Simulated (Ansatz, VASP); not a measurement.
# Li2Se in VASP and in Ansatz

Contents of POSCAR:

```
Li2Se
1.0
    0.0000000000      3.0025000000      3.0025000000
    3.0025000000      0.0000000000      3.0025000000
    3.0025000000      3.0025000000      0.0000000000
Li Se
2 1
Direct
    0.2500000000      0.2500000000      0.2500000000
    0.7500000000      0.7500000000      0.7500000000
    0.0000000000      0.0000000000      0.0000000000
```

File INCAR.step1:

```
ALGO = Normal
EDIFF = 1E-5
ENCUT = 830
GGA = PE
GGA_COMPAT = False
ISMEAR = 0
LASPH = True
LCHARG = False
LREAL = False
LWAVE = True
NBANDS = 13
NELM = 120
PREC = Accurate
SIGMA = 0.1
```

INCAR.step2

```
ALGO = Normal
EDIFF = 1E-6
ENCUT = 830
GGA_COMPAT = False
ISIF = 2
ISMEAR = 0
ISTART = 1
LASPH = True
LCHARG = True
LELF = True
LMIXTAU = True
LREAL = False
LVHAR = True
LWAVE = False
METAGGA = R2SCAN
NBANDS = 13
NELM = 120
PREC = Accurate
SIGMA = 0.1
```

Contents of KPOINTS:

```
k-points
0
Gamma
  6 6 6
```

Input for Ansatz:

```yaml
crystal:
  lattice:
    - [0.0, 3.0025, 3.0025]
    - [3.0025, 0.0, 3.0025]
    - [3.0025, 3.0025, 0.0]
  atoms:
    - { symbol: Li, position: [0.25, 0.25, 0.25] }
    - { symbol: Li, position: [0.75, 0.75, 0.75] }
    - { symbol: Se, position: [0.0, 0.0, 0.0] }
basis:
  ecutwfc: 500
kpoints:
  mp_grid: { grid: [6, 6, 6] }
hamiltonian:
  xc: r2scan
scf:
  occupations: { method: gaussian, width: 0.1 }
output:
  forces: true
  stress: true
  eigenvalues: true
```

Alike in both runs: task single point; functional r2SCAN; k mesh 6 × 6 × 6; occupations gaussian, width 0.1 eV; no spin polarisation.

|  | VASP | Ansatz |
| --- | --- | --- |
| version | VASP 6.6.1 | Ansatz 0.2.0 |
| potentials or method | VASP PAW PBE potentials, release 64 (Li_sv, Se), cutoff 830 eV | scalar-relativistic, plane waves, PAW |
| valence electrons in the cell | 12 | 22 |

```csv
,VASP,Ansatz,Ansatz less VASP
gap on the k mesh at the Fermi level (eV),3.46,3.48,+0.021
least direct gap on the mesh (eV),4.13,4.06,-0.080
pressure (GPa),-0.5,-0.3,+0.14
```

VASP's potentials were made for PBE, not for r2SCAN. VASP's potentials hold 12 valence electrons a cell and Ansatz's 22, so a difference there can come from the potentials and not from the codes.
